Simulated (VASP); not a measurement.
# AlP (r.bp) (F-43m) in VASP: single point with PBE

Aim: the single point of AlP (r.bp) with PBE.

All numbers are computed with VASP 6.6.1; they aren't measurements. Logs are shortened: lines on timing, memory, paths and dates and some standing lists are left out, and cuts for length are marked.

## Step 1: The cell of the first run

Symmetry: F-43m, No. 216, cubic system. The conventional cell has a = 5.452 Å, b = 5.452 Å, c = 5.452 Å, α = 90.00°, β = 90.00°, γ = 90.00°. Within 3.1 Å of Al (site symmetry -43m) lie 4 P at 2.36 Å. Within 3.1 Å of P (site symmetry -43m) lie 4 Al at 2.36 Å.

## Step 2: Single point, PBE

Contents of INCAR:

```
  ALGO = Normal
  EDIFF = 1E-6
  ENCUT = 500
  GGA = PE
  GGA_COMPAT = False
  ISIF = 2
  ISMEAR = 0
  LASPH = True
  LCHARG = False
  LREAL = False
  LWAVE = False
  NBANDS = 11
  NELM = 120
  PREC = Accurate
  SIGMA = 0.02
```

Contents of KPOINTS:

```
k-points
0
Gamma
  8 8 8
```

Contents of POSCAR:

```
AlP
1.0
    0.0000000000      2.7257948927      2.7257948927
    2.7257948927      0.0000000000      2.7257948927
    2.7257948927      2.7257948927      0.0000000000
Al P
1 1
Direct
    0.0000000000      0.0000000000      0.0000000000
    0.2500000000      0.2500000000      0.2500000000
```

Potentials or basis: VASP PAW PBE potentials, release 64 (Al, P).

Started as:

```bash
> cat potpaw_PBE.64/Al/POTCAR potpaw_PBE.64/P/POTCAR > POTCAR
> mpirun -np 1 vasp_std > vasp.out
```

OUTCAR:

```text
EDIFF = 1E-6
   ENCUT = 500
   GGA = PE
   ISIF = 2
   ISMEAR = 0
   LASPH = True
   LREAL = False
   NELM = 120
   PREC = Accurate

 ion  position               nearest neighbor table
   1  0.000  0.000  0.000-   2 2.36   2 2.36   2 2.36   2 2.36
   2  0.250  0.250  0.250-   1 2.36   1 2.36   1 2.36   1 2.36

  LATTYP: Found a face centered cubic cell.
 ALAT       =     5.4515897854

  Lattice vectors:

 A1 = (   0.0000000000,   2.7257948927,   2.7257948927)
 A2 = (   2.7257948927,   0.0000000000,   2.7257948927)
 A3 = (   2.7257948927,   2.7257948927,   0.0000000000)

Analysis of symmetry for initial positions (statically):
=====================================================================
 Subroutine PRICEL returns:
 Original cell was already a primitive cell.

 Routine SETGRP: Setting up the symmetry group for a
 face centered cubic supercell.

 Subroutine GETGRP returns: Found 24 space group operations
 (whereof 24 operations were pure point group operations)
 out of a pool of 48 trial point group operations.

The static configuration has the point symmetry T_d .

Analysis of symmetry for dynamics (positions and initial velocities):
=====================================================================
 Subroutine PRICEL returns:
 Original cell was already a primitive cell.

 Routine SETGRP: Setting up the symmetry group for a
 face centered cubic supercell.

 Subroutine GETGRP returns: Found 24 space group operations
 (whereof 24 operations were pure point group operations)
 out of a pool of 48 trial point group operations.

The dynamic configuration has the point symmetry T_d .

 Subroutine INISYM returns: Found 24 space group operations
 (whereof 24 operations are pure point group operations),
 and found     1 'primitive' translations

----------------------------------------------------------------------------------------

                                     Primitive cell

  volume of cell :      40.5051

  direct lattice vectors                    reciprocal lattice vectors
     0.000000000  2.725794893  2.725794893    -0.183432731  0.183432731  0.183432731
     2.725794893  0.000000000  2.725794893     0.183432731 -0.183432731  0.183432731
     2.725794893  2.725794893  0.000000000     0.183432731  0.183432731 -0.183432731

  length of vectors
     3.854856106  3.854856106  3.854856106     0.317714809  0.317714809  0.317714809

  position of ions in fractional coordinates (direct lattice)
     0.000000000  0.000000000  0.000000000
     0.250000000  0.250000000  0.250000000

  ion indices of the primitive-cell ions
   primitive index   ion index
                 1           1
                 2           2

----------------------------------------------------------------------------------------

 KPOINTS: k-points

Automatic generation of k-mesh.
 Grid dimensions read from file:
 generate k-points for:    8    8    8

 Generating k-lattice:

  Cartesian coordinates                     Fractional coordinates (reciprocal lattice)
    -0.022929091  0.022929091  0.022929091     0.125000000  0.000000000  0.000000000
     0.022929091 -0.022929091  0.022929091     0.000000000  0.125000000  0.000000000
     0.022929091  0.022929091 -0.022929091     0.000000000  0.000000000  0.125000000

  Length of vectors
     0.039714351  0.039714351  0.039714351

  Shift w.r.t. Gamma in fractional coordinates (k-lattice)
     0.000000000  0.000000000  0.000000000

 Subroutine IBZKPT returns following result:
 ===========================================

 Found     29 irreducible k-points:

 Following reciprocal coordinates:
            Coordinates               Weight
  0.000000  0.000000  0.000000      1.000000
  0.125000  0.000000  0.000000      8.000000
  0.250000  0.000000  0.000000      8.000000
  0.375000  0.000000  0.000000      8.000000
  0.500000  0.000000  0.000000      4.000000
  0.125000  0.125000  0.000000      6.000000
[... 16 lines left out ...]
  0.500000  0.250000  0.125000     48.000000
 -0.375000  0.250000  0.125000     24.000000
 [... further k-points ...]
   k-points           NKPTS =     29   k-points in BZ     NKDIM =     29   number of bands    NBANDS=     11
   number of dos      NEDOS =    301   number of ions     NIONS =      2
   total plane-waves  NPLWV =  21952
   dimension x,y,z NGX =    28 NGY =   28 NGZ =   28
   dimension x,y,z NGXF=    56 NGYF=   56 NGZF=   56
   ions per type =               1   1
   NGX,Y,Z   is equivalent  to a cutoff of  12.08, 12.08, 12.08 a.u.
   NGXF,Y,Z  is equivalent  to a cutoff of  24.15, 24.15, 24.15 a.u.
 SYSTEM =  unknown system
   PREC   = accura    normal or accurate (medium, high low for compatibility)
   ISTART =      0    job   : 0-new  1-cont  2-samecut
   ICHARG =      2    charge: 1-file 2-atom 10-const
   ISPIN  =      1    spin polarized calculation?
   LNONCOLLINEAR =      F non collinear calculations
   LSORBIT =      F    spin-orbit coupling
   LASPH  =      T    aspherical Exc in radial PAW
   ENCUT  =  500.0 eV  36.75 Ry    6.06 a.u.   7.03  7.03  7.03*2*pi/ulx,y,z
   NELM   =    120;   NELMIN=  2; NELMDL= -5     # of ELM steps
   EDIFF  = 0.1E-05   stopping-criterion for ELM
   LREAL  =      F    real-space projection
   EDIFFG = 0.1E-04   stopping-criterion for IOM
   NSW    =      0    number of steps for IOM
   IBRION =     -1    ionic relax: 0-MD 1-quasi-New 2-CG
   NFREE  =      0    steps in history (QN), initial steepest desc. (CG)
   ISIF   =      2    stress and relaxation
   ISYM   =      2    0-nonsym 1-usesym 2-fastsym
   POTIM  = 0.5000    time-step for ionic-motion
   TEBEG  =    0.0;   TEEND  =   0.0 temperature during run
   PSTRESS=    0.0 pullay stress
   NELECT =       8.0000    total number of electrons
   NUPDOWN=      -1.0000    fix difference up-down
   EMIN   =  10.00;   EMAX   =-10.00  energy-range for DOS
   EFERMI =   0.00;   METHOD = LEGACY
   ISMEAR =     0;   SIGMA  =   0.02  broadening in eV -4-tet -1-fermi 0-gaus
   EFERMI_NEDOS =   21; number of points for ismear=-14 and -15
   IALGO  =     38    algorithm
   IMIX   =      4    mixing-type and parameters
     AMIX     =   0.40;   BMIX     =  1.00
     AMIX_MAG =   1.60;   BMIX_MAG =  1.00
  volume/ion in A,a.u.               =      20.25       136.67
  Fermi-wavevector in a.u.,A,eV,Ry     =   0.953385  1.801636 12.366920  0.908943
  Thomas-Fermi vector in A             =   2.082035
   LORBIT       =      0    0 simple, 1 ext, 2 COOP (PROOUT), +10 PAW based schemes
   GGA     = PE    functional components
   LHFCALC =     F    Hartree Fock is set to
   AEXX    =    0.0000 exact exchange contribution
   IVDW    =     0    specifies the selected vdW correction
   LEPSILON=     F    determine dielectric tensor
   LRPA    =     F    only Hartree local field effects (RPA)
 non-spin polarized calculation
 Gauss-broadening in eV      SIGMA  =   0.02
  energy-cutoff  :      500.00
  volume of cell :       40.51
 maximum number of plane-waves:      1056
   NGX = 13   NGY = 13   NGZ = 13

 number of electron       8.0000000 magnetization

 Free energy of the ion-electron system (eV)
  ---------------------------------------------------
  ext. energy  EPLUGINS =         0.00000000
  ---------------------------------------------------
  free energy    TOTEN  =       -10.36698188 eV

  energy without entropy =      -10.36698188  energy(sigma->0) =      -10.36698188

 E-fermi :   4.7883     XC(G=0):  -9.2269

 val. band max:        4.6229546175   @ k =   0.0000   0.0000   0.0000
 cond. band min:       6.1930315274   @ k =   0.5000   0.5000   0.0000
 fundamental gap:      1.5700769099
 Fermi energy:         4.7883059585

 k-point     1 :       0.0000    0.0000    0.0000
  band No.  band energies     occupation
      1      -6.9090      2.00000
      2       4.6230      2.00000
      3       4.6230      2.00000
      4       4.6230      2.00000
      5       7.9685      0.00000
      6       9.1910      0.00000
      7       9.1910      0.00000
      8       9.1910      0.00000
      9      13.4630      0.00000
     10      13.4630      0.00000
     11      14.9464      0.00000

 k-point     2 :       0.1250    0.0000    0.0000
  band No.  band energies     occupation
      1      -6.7358      2.00000
      2       3.3988      2.00000
      3       4.4741      2.00000
      4       4.4741      2.00000
      5       8.3645      0.00000
      6       9.4757      0.00000
      7       9.4757      0.00000
      8       9.7363      0.00000
      9      12.9733      0.00000
     10      12.9733      0.00000
     11      15.5775      0.00000

 k-point     3 :       0.2500    0.0000    0.0000
  band No.  band energies     occupation
      1      -6.2479      2.00000
      2       1.4416      2.00000
      3       4.1787      2.00000
      4       4.1787      2.00000
      5       7.9705      0.00000
      6       9.7806      0.00000
      7       9.7806      0.00000
      8      11.5902      0.00000
      9      12.9543      0.00000
     10      12.9543      0.00000
     11      15.0187      0.00000

 k-point     4 :       0.3750    0.0000    0.0000
  band No.  band energies     occupation
      1      -5.5914      2.00000
      2      -0.2085      2.00000
      3       3.9425      2.00000
      4       3.9425      2.00000
      5       7.5919      0.00000
      6       9.5879      0.00000
      7       9.5879      0.00000
      8      12.8136      0.00000
      9      14.3546      0.00000
     10      14.3546      0.00000
     11      15.3034      0.00000
[... 239 lines left out ...]
 k-point    22 :       0.3750    0.2500    0.1250
  band No.  band energies     occupation
      1      -5.8346      2.00000
      2       1.1194      2.00000
      3       2.7188      2.00000
      4       3.7058      2.00000
      5       8.4844      0.00000
      6       9.4754      0.00000
      7      10.0773      0.00000
      8      11.4547      0.00000
      9      12.9967      0.00000
     10      15.4477      0.00000
     11      17.5842      0.00000

 k-point    23 :       0.5000    0.2500    0.1250
  band No.  band energies     occupation
      1      -5.2331      2.00000
      2       0.0011      2.00000
      3       2.1524      2.00000
      4       3.3205      2.00000
      5       8.5839      0.00000
      6       9.4329      0.00000
      7      10.6787      0.00000
      8      11.7509      0.00000
      9      14.1320      0.00000
     10      16.0024      0.00000
     11      17.4818      0.00000

 k-point    24 :      -0.3750    0.2500    0.1250
  band No.  band energies     occupation
      1      -4.9033      2.00000
      2      -0.5631      2.00000
      3       2.0183      2.00000
      4       3.1321      2.00000
      5       8.5799      0.00000
      6       9.1670      0.00000
      7      11.5323      0.00000
      8      12.3484      0.00000
      9      13.6492      0.00000
     10      16.1147      0.00000
     11      17.3979      0.00000

 [... further k-points ...]
[... 5 lines left out ...]
  --------------------------------------------------------------------------------------
  -------------------------------------------------------------------------------------
  Total        0.6596452      0.6596452      0.6596452      0.0000000     -0.0000000      0.0000000
  in kB       26.0922469     26.0922469     26.0922469      0.0000000     -0.0000000      0.0000000
  external PRESSURE =      26.0922469 kB  Pullay stress =       0.0000000 kB

 VOLUME and BASIS-vectors are now :
 -----------------------------------------------------------------------------
  energy-cutoff  :      500.00
  volume of cell :       40.51
      direct lattice vectors                 reciprocal lattice vectors
     0.000000000  2.725794893  2.725794893    -0.183432731  0.183432731  0.183432731
     2.725794893  0.000000000  2.725794893     0.183432731 -0.183432731  0.183432731
     2.725794893  2.725794893  0.000000000     0.183432731  0.183432731 -0.183432731

 POSITION                                       TOTAL-FORCE (eV/Angst)
 -----------------------------------------------------------------------------------
      0.00000      0.00000      0.00000        -0.000000     -0.000000     -0.000000
      1.36290      1.36290      1.36290         0.000000      0.000000      0.000000
 -----------------------------------------------------------------------------------
    total drift:                               -0.000000     -0.000000     -0.000000

  FREE ENERGIE OF THE ION-ELECTRON SYSTEM (eV)
  ---------------------------------------------------
  free  energy   TOTEN  =       -10.3669818821 eV

  energy  without entropy=      -10.3669818821  energy(sigma->0) =      -10.36698188
```

Run time: 18 s. Hardware: 1 thread of Intel Xeon 8259CL, shared host; peak memory 0.15 GiB.

Results:

```yaml
Free_energy: -10.3670 eV
Pressure: 2.6 GPa
Band_gap_on_the_k_mesh: 1.57 eV, indirect (least direct gap 3.35 eV)
```
